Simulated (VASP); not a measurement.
Runs of VASP 6.6.1 on CaF2 (Fluorite). The structure is that of space group Fm-3m (No. 225), or close to it. The cells are those of the table. 

| cell | gap on the mesh (eV) | pressure (GPa) |
| --- | --- | --- |
| a = 3.846 Å, angles 60.0°, 3 atoms | 7.36 | 3.6 |
| a = 3.713 Å, angles 60.0°, 3 atoms | (a) | 16.0 |
| a = 3.909 Å, angles 60.0°, 3 atoms | 7.07 | -0.6 |
| a = 3.970 Å, angles 60.0°, 3 atoms | (c) | -3.8 |
| a = 3.781 Å, angles 60.0°, 3 atoms | (b) | 9.0 |

Alike in all rows: task single point; level PBE; potentials or basis VASP PAW PBE potentials, release 64 (Ca_sv, F); no spin polarisation; k mesh 4 × 4 × 4; cutoff (eV) 600; smearing gaussian 0.01 eV.

Q: Fill in the values left out.

A: (a) 8.01; (b) 7.67; (c) 6.80.

Caveats: all runs use coarse meshes.

A k mesh can miss the band edges.
